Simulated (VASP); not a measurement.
Wanted: the native input for a VASP 6.6.1 run.

```
Task                   : single point
Functional             : LDA
Potentials or basis    : VASP PAW LDA potentials, release 64 (Si, Li_sv)
Cutoff                 : 520 eV
k mesh                 : 2 × 2 × 2
Occupations            : gaussian, width 0.05 eV
Spin                   : collinear spin, zero start
Starting moments       : [0.0, 0.0, 0.0, 0.0, 0.0, 0.0, 0.0, 0.0, 0.0, 0.0, 0.0, 0.0, 0.0, 0.0, 0.0, 0.0, 0.0] μB
Dipole correction      : no
Further INCAR settings : LREAL = Auto; ALGO = Normal; EDIFF = 1e-06; NBANDS = 52
```

The structure of LiSi16 (a cell with a defect) lies in POSCAR:

```
LiSi16
1.0
    0.0000000000      5.4300000000      5.4300000000
    5.4300000000      0.0000000000      5.4300000000
    5.4300000000      5.4300000000      0.0000000000
Si Li
16 1
Direct
    0.0060281768      0.0057963168     -0.0081928177
    0.1255498158      0.1252654696      0.1269643646
   -0.0072172192     -0.0073689687      0.4999317680
    0.1162843462      0.1163532228      0.6239977901
    0.0051908840      0.4993969613      0.0065291897
    0.1402915285      0.6188709024      0.1260762431
    0.0063847145      0.4843764273      0.5129239411
    0.1257025783      0.6196648250      0.6324281768
    0.4996723757      0.0049583794      0.0064642726
    0.6191783610      0.1400700737      0.1259433702
    0.4842813996      0.0062125230      0.5129865562
    0.6198360958      0.1253876611      0.6324062615
    0.5081808471      0.5080530387      0.0160786372
    0.6322081031      0.6319742173      0.1394338858
    0.4997267956      0.4993956722      0.5123757827
    0.6190007366      0.6185627993      0.6481233886
    0.8121118785      0.8121700737      0.3202457643
```

These files were run (other wordings do the same):

INCAR

```
PREC = Accurate
ENCUT = 520
EDIFF = 1E-6
ISMEAR = 0
SIGMA = 0.05
LREAL = Auto
LASPH = T
NELM = 150
ALGO = Normal
ISIF = 2
LWAVE = F
LCHARG = F
ISPIN = 2
MAGMOM = 0 0 0 0 0 0 0 0 0 0 0 0 0 0 0 0 0
LORBIT = 11
GGA = CA
NBANDS = 52
```

KPOINTS

```
Automatic mesh
0
Gamma
  2 2 2
```

Potentials or basis: VASP PAW LDA potentials, release 64 (Si, Li_sv).

The run is started by

```sh
$ cat potpaw_LDA.64/Si/POTCAR potpaw_LDA.64/Li_sv/POTCAR > POTCAR
$ mpirun -np 1 vasp_std > vasp.out
```

It gave:

```yaml
Largest_force: 0.024 eV/Å
Net_moment: 0.00 μB per cell
Valence_electrons_inside_the_program's_atomic_spheres: Si 1.71, 1.72 (each value once); Li 2.18
```

Caveat: the k points lie up to 0.50 Å⁻¹ apart; no moment was typed at the start, so none could form.

It took 5.1 min on 1 thread of Intel(R) Xeon(R) 6975P-C (Granite Rapids), with other jobs on the host, peak memory 0.48 GiB.
